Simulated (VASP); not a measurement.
# TiAl3 (P4/mmm) in VASP: notebook

Runs on TiAl3. Level: r2SCAN. Tasks: single point.

Program: VASP 6.6.1. These are calculated values, not measurements. Logs are shortened: lines on timing, memory, paths and dates and some standing lists are left out, and cuts for length are marked.

## 1. The cell of the first run

It takes space group P4/mmm (No. 123, tetragonal). The conventional cell has a = 4.114 Å, b = 4.114 Å, c = 3.851 Å, α = 90.00°, β = 90.00°, γ = 90.00°. Within 3.7 Å of Ti (site symmetry 4/mmm) lie 12 Al at 2.82 to 2.91 Å. Within 3.7 Å of Al (site symmetry 4/mmm) lie 8 Al at 2.82 Å and 4 Ti at 2.91 Å. Al (site symmetry mmm) has 4 Ti at 2.82 Å and 8 Al at 2.82 to 2.91 Å within 3.7 Å.

## 2. Single point, r2SCAN (biaxial strain in the a-b plane: +4.0 %, then relaxed in part)

POSCAR

```
TiAl3
1.0
    4.1138981000      0.0000000000      0.0000000000
    0.0000000000      4.1138981000      0.0000000000
    0.0000000000      0.0000000000      3.8513230883
Ti Al
1 3
Direct
    0.0000000000      0.0000000000      0.0000000000
    0.5000000000      0.5000000000      0.0000000000
    0.5000000000      0.0000000000      0.5000000000
    0.0000000000      0.5000000000      0.5000000000
```

INCAR.step1

```
SYSTEM = TiAl3
ALGO = Normal
EDIFF = 1E-4
ENCUT = 520
GGA = PE
ISMEAR = 0
LASPH = .TRUE.
LCHARG = .FALSE.
LREAL = .FALSE.
LWAVE = .TRUE.
NBANDS = 18
NELM = 60
PREC = Accurate
SIGMA = 0.1
```

INCAR.step2

```
SYSTEM = TiAl3
ALGO = Normal
EDIFF = 1E-6
ENCUT = 520
ISIF = 2
ISMEAR = 0
ISTART = 1
LASPH = .TRUE.
LCHARG = .TRUE.
LELF = .TRUE.
LMIXTAU = .TRUE.
LREAL = .FALSE.
LVHAR = .TRUE.
LWAVE = .FALSE.
METAGGA = R2SCAN
NBANDS = 18
NELM = 60
PREC = Accurate
SIGMA = 0.1
```

KPOINTS

```
k-points
0
G
  14 14 14
  0 0 0
```

Potentials or basis: VASP PAW PBE potentials, release 64 (Ti_sv, Al).

The run is started by

```bash
cat potpaw_PBE.64/Ti_sv/POTCAR potpaw_PBE.64/Al/POTCAR > POTCAR
cp INCAR.step1 INCAR
mpirun -np 1 vasp_std > vasp.out
cp INCAR.step2 INCAR
mpirun -np 1 vasp_std > vasp.out
```

OUTCAR:

```text
SYSTEM = TiAl3
   EDIFF = 1E-6
   ENCUT = 520
   ISIF = 2
   ISMEAR = 0
   ISTART = 1
   LASPH = .TRUE.
   LREAL = .FALSE.
   METAGGA = R2SCAN
   NELM = 60
   PREC = Accurate

 ion  position               nearest neighbor table
   1  0.000  0.000  0.000-   3 2.82   4 2.82   3 2.82   4 2.82   4 2.82   4 2.82   3 2.82   3 2.82
                             2 2.91   2 2.91   2 2.91   2 2.91
   2  0.500  0.500  0.000-   3 2.82   4 2.82   3 2.82   4 2.82   3 2.82   3 2.82   4 2.82   4 2.82
                             1 2.91   1 2.91   1 2.91   1 2.91
   3  0.500  0.000  0.500-   1 2.82   2 2.82   1 2.82   2 2.82   2 2.82   2 2.82   1 2.82   1 2.82
                             4 2.91   4 2.91   4 2.91   4 2.91
   4  0.000  0.500  0.500-   1 2.82   2 2.82   1 2.82   2 2.82   1 2.82   1 2.82   2 2.82   2 2.82
                             3 2.91   3 2.91   3 2.91   3 2.91

  LATTYP: Found a simple tetragonal cell.
 ALAT       =     4.1138981000
 C/A-ratio  =     0.9361736715

  Lattice vectors:

 A1 = (   4.1138981000,   0.0000000000,   0.0000000000)
 A2 = (   0.0000000000,   4.1138981000,   0.0000000000)
 A3 = (   0.0000000000,   0.0000000000,   3.8513230883)

Analysis of symmetry for initial positions (statically):
=====================================================================
 Subroutine PRICEL returns:
 Original cell was already a primitive cell.

 Routine SETGRP: Setting up the symmetry group for a
 simple tetragonal supercell.

 Subroutine GETGRP returns: Found 16 space group operations
 (whereof 16 operations were pure point group operations)
 out of a pool of 16 trial point group operations.

The static configuration has the point symmetry D_4h.

Analysis of symmetry for dynamics (positions and initial velocities):
=====================================================================
 Subroutine PRICEL returns:
 Original cell was already a primitive cell.

 Routine SETGRP: Setting up the symmetry group for a
 simple tetragonal supercell.

 Subroutine GETGRP returns: Found 16 space group operations
 (whereof 16 operations were pure point group operations)
 out of a pool of 16 trial point group operations.

The dynamic configuration has the point symmetry D_4h.

 Subroutine INISYM returns: Found 16 space group operations
[... 91 lines left out ...]
 SYSTEM =  TiAl3
   PREC   = accura    normal or accurate (medium, high low for compatibility)
   ISTART =      1    job   : 0-new  1-cont  2-samecut
   ICHARG =      0    charge: 1-file 2-atom 10-const
   ISPIN  =      1    spin polarized calculation?
   LNONCOLLINEAR =      F non collinear calculations
   LSORBIT =      F    spin-orbit coupling
   LASPH  =      T    aspherical Exc in radial PAW
   ENCUT  =  520.0 eV  38.22 Ry    6.18 a.u.   7.65  7.65  7.16*2*pi/ulx,y,z
   NELM   =     60;   NELMIN=  2; NELMDL=  0     # of ELM steps
   EDIFF  = 0.1E-05   stopping-criterion for ELM
   LREAL  =      F    real-space projection
[... 7 lines left out ...]
   TEBEG  =    0.0;   TEEND  =   0.0 temperature during run
   PSTRESS=    0.0 pullay stress
   NELECT =      21.0000    total number of electrons
   NUPDOWN=      -1.0000    fix difference up-down
   EMIN   =  10.00;   EMAX   =-10.00  energy-range for DOS
   EFERMI =   0.00;   METHOD = LEGACY
   ISMEAR =     0;   SIGMA  =   0.10  broadening in eV -4-tet -1-fermi 0-gaus
   EFERMI_NEDOS =   21; number of points for ismear=-14 and -15
   IALGO  =     38    algorithm
   IMIX   =      4    mixing-type and parameters
     AMIX     =   0.40;   BMIX     =  1.00
     AMIX_MAG =   1.60;   BMIX_MAG =  1.00
  volume/ion in A,a.u.               =      16.30       109.96
  Fermi-wavevector in a.u.,A,eV,Ry     =   1.122300  2.120839 17.137314  1.259557
  Thomas-Fermi vector in A             =   2.258959
   LORBIT       =      0    0 simple, 1 ext, 2 COOP (PROOUT), +10 PAW based schemes
   METAGGA = R2SCAN    functional components
   LHFCALC =     F    Hartree Fock is set to
   AEXX    =    0.0000 exact exchange contribution
   IVDW    =     0    specifies the selected vdW correction
   LEPSILON=     F    determine dielectric tensor
   LRPA    =     F    only Hartree local field effects (RPA)
 non-spin polarized calculation
 Gauss-broadening in eV      SIGMA  =   0.10
  energy-cutoff  :      520.00
  volume of cell :       65.18
 maximum number of plane-waves:      1778
 NGX is ok and might be reduce to    32
   NGX = 15   NGY = 15   NGZ = 15

 number of electron      21.0000004 magnetization

 Free energy of the ion-electron system (eV)
  ---------------------------------------------------
  ext. energy  EPLUGINS =         0.00000000
  ---------------------------------------------------
  free energy    TOTEN  =       -34.69322964 eV

  energy without entropy =      -34.68255922  energy(sigma->0) =      -34.68789443

 E-fermi :   8.5830     XC(G=0): -11.3739

 val. band max:        8.5827454824   @ k =   0.1429   0.1429   0.0714
 cond. band min:       8.5836856415   @ k =   0.3571   0.0714   0.1429
 fundamental gap:      0.0009401592
 Fermi energy:         8.5829753225

 k-point     1 :       0.0000    0.0000    0.0000
  band No.  band energies     occupation
      1     -50.8653      2.00000
      2     -26.1305      2.00000
      3     -26.1305      2.00000
      4     -26.0818      2.00000
      5      -2.5685      2.00000
      6       5.1822      2.00000
[... 481 lines left out ...]
      5      -1.0027      2.00000
      6       1.7040      2.00000
[... 10 lines left out ...]
     17      13.0853      0.00000
     18      14.1046      0.00000

 [... further k-points ...]

------------------------ aborting loop because EDIFF is reached ----------------------------------------

  FORCE on cell =-STRESS in cart. coord.  units (eV):
  Direction    XX          YY          ZZ          XY          YZ          ZX
  --------------------------------------------------------------------------------------
  -------------------------------------------------------------------------------------
  Total       -3.1810937     -3.1810937     -0.0397732      0.0000000     -0.0000000      0.0000000
  in kB      -78.1933872    -78.1933872     -0.9776505      0.0000000     -0.0000000      0.0000000
  external PRESSURE =     -52.4548083 kB  Pullay stress =       0.0000000 kB

 VOLUME and BASIS-vectors are now :
 -----------------------------------------------------------------------------
  energy-cutoff  :      520.00
  volume of cell :       65.18
      direct lattice vectors                 reciprocal lattice vectors
     4.113898100  0.000000000  0.000000000     0.243078456  0.000000000  0.000000000
     0.000000000  4.113898100  0.000000000     0.000000000  0.243078456  0.000000000
     0.000000000  0.000000000  3.851323088     0.000000000  0.000000000  0.259651028

 POSITION                                       TOTAL-FORCE (eV/Angst)
 -----------------------------------------------------------------------------------
      0.00000      0.00000      0.00000         0.000000      0.000000      0.000000
      2.05695      2.05695      0.00000         0.000000      0.000000      0.000000
      2.05695      0.00000      1.92566         0.000000      0.000000      0.000000
      0.00000      2.05695      1.92566         0.000000      0.000000      0.000000
 -----------------------------------------------------------------------------------
    total drift:                                0.000000      0.000000      0.000000

  FREE ENERGIE OF THE ION-ELECTRON SYSTEM (eV)
  ---------------------------------------------------
  free  energy   TOTEN  =       -34.6932296356 eV

  energy  without entropy=      -34.6825592186  energy(sigma->0) =      -34.68789443
```

Run time: 9.3 min. Hardware: 1 thread of Intel Xeon Platinum 8488C (Sapphire Rapids), shared host; peak memory 0.42 GiB.

What came out:

| Property | Result |
| --- | --- |
| Free energy | -34.6932 eV |
| Pressure | -5.2 GPa |
| Band gap on the k mesh | zero (an odd number of electrons rules out a gap without spin polarisation) |

Stress tensor (GPa, compression positive):
```
-7.82  0.00  0.00
 0.00 -7.82  0.00
 0.00  0.00 -0.10
```

Levels at points of the mesh, in eV from the Fermi level:
| k point | band 6 | band 7 | band 8 | band 9 | band 10 | band 11 | band 12 | band 13 | band 14 | band 15 |
| --- | --- | --- | --- | --- | --- | --- | --- | --- | --- | --- |
| (0.00, 0.00, 0.00) | -3.40 | -2.79 | -2.65 | -2.65 | -1.57 | 0.06 | 0.24 | 0.24 | 0.72 | 4.04 |
| (0.50, 0.00, 0.00) | -8.33 | -2.57 | -2.08 | -1.85 | 0.31 | 0.43 | 0.57 | 0.91 | 1.31 | 2.04 |
| (0.50, 0.50, 0.00) | -6.60 | -6.60 | -5.24 | -0.98 | -0.98 | 0.89 | 0.97 | 1.12 | 1.65 | 4.25 |
| (0.00, 0.00, 0.50) | -8.11 | -2.48 | -2.48 | -2.26 | 0.40 | 0.45 | 0.45 | 0.90 | 1.18 | 1.54 |
| (0.50, 0.00, 0.50) | -6.33 | -6.17 | -5.20 | -1.50 | -1.29 | 0.43 | 0.92 | 0.96 | 1.60 | 3.24 |
| (0.50, 0.50, 0.50) | -5.26 | -5.20 | -5.16 | -3.83 | -3.83 | -3.55 | 0.13 | 1.23 | 1.65 | 2.65 |

Caveat: the cell differs from its parent crystal (biaxial strain in the a-b plane: +4.0 %, then relaxed in part); the stress differs along the axes, from -8 to -0 GPa; the PAW data sets were made with another functional, which shifts forces and pressure a little.

## 3. Single point, r2SCAN (biaxial strain in the a-b plane: +4.0 %)

Edit POSCAR of step 2 so:

```diff
@@ -4,3 +4,3 @@
     0.0000000000      4.1138981000      0.0000000000
-    0.0000000000      0.0000000000      3.8513230883
+    0.0000000000      0.0000000000      3.8607351400
 Ti Al
```

INCAR.step1

```
PREC     = Accurate       # precision mode
ENCUT    = 520            # plane-wave cutoff, eV
ISMEAR   = 0              # smearing method
SIGMA    = 0.1            # smearing width, eV
LREAL    = F              # projectors in reciprocal space
LASPH    = T              # aspherical terms in the spheres
NELM     = 60             # most SCF steps
NBANDS   = 18             # bands
GGA      = PE             # functional
ALGO     = Normal         # electronic algorithm
EDIFF    = 1E-4           # SCF threshold, eV
LWAVE    = T              # write WAVECAR
LCHARG   = F              # write CHGCAR
```

INCAR.step2

```
PREC     = Accurate       # precision mode
ENCUT    = 520            # plane-wave cutoff, eV
EDIFF    = 1E-7           # SCF threshold, eV
ISMEAR   = 0              # smearing method
SIGMA    = 0.1            # smearing width, eV
LREAL    = F              # projectors in reciprocal space
LASPH    = T              # aspherical terms in the spheres
NELM     = 60             # most SCF steps
ALGO     = Normal         # electronic algorithm
ISIF     = 2              # what is computed and relaxed
LWAVE    = F              # write WAVECAR
LCHARG   = F              # write CHGCAR
METAGGA  = R2SCAN         # meta-GGA
LMIXTAU  = T            
NBANDS   = 18             # bands
ISTART   = 1
```

KPOINTS

```
Automatic mesh
0
Gamma
  14 14 14
```

Potentials or basis: VASP PAW PBE potentials, release 64 (Ti_sv, Al).

The run is started by

```bash
cat potpaw_PBE.64/Ti_sv/POTCAR potpaw_PBE.64/Al/POTCAR > POTCAR
cp INCAR.step1 INCAR
mpirun -np 1 vasp_std > vasp.out
cp INCAR.step2 INCAR
mpirun -np 1 vasp_std > vasp.out
```

Run time: 11 min. Hardware: 1 thread of Intel Xeon Platinum 8488C (Sapphire Rapids), shared host; peak memory 0.43 GiB.

Results (log left out):

```yaml
Free_energy: -34.6929 eV
Pressure: -5.5 GPa
Band_gap_on_the_k_mesh: zero (an odd number of electrons rules out a gap without spin polarisation)
```

Stress tensor (GPa, compression positive):
```
-7.95  0.00  0.00
 0.00 -7.95  0.00
 0.00  0.00 -0.54
```

Levels at points of the mesh, in eV from the Fermi level:
```
           k point  band 6  band 7  band 8  band 9  band 10  band 11  band 12  band 13  band 14  band 15
(0.00, 0.00, 0.00)   -3.39   -2.79   -2.64   -2.64    -1.60     0.07     0.23     0.23     0.72     4.03
(0.50, 0.00, 0.00)   -8.32   -2.56   -2.07   -1.86     0.31     0.43     0.59     0.92     1.28     1.99
(0.50, 0.50, 0.00)   -6.59   -6.59   -5.24   -0.99    -0.99     0.89     0.95     1.12     1.62     4.21
(0.00, 0.00, 0.50)   -8.11   -2.47   -2.47   -2.25     0.40     0.45     0.45     0.90     1.17     1.51
(0.50, 0.00, 0.50)   -6.32   -6.17   -5.20   -1.50    -1.29     0.43     0.93     0.96     1.58     3.25
(0.50, 0.50, 0.50)   -5.26   -5.20   -5.15   -3.82    -3.82    -3.56     0.12     1.23     1.63     2.64
```

Caveat: the cell differs from its parent crystal (biaxial strain in the a-b plane: +4.0 %); the stress differs along the axes, from -8 to -1 GPa; the PAW data sets were made with another functional, which shifts forces and pressure a little.
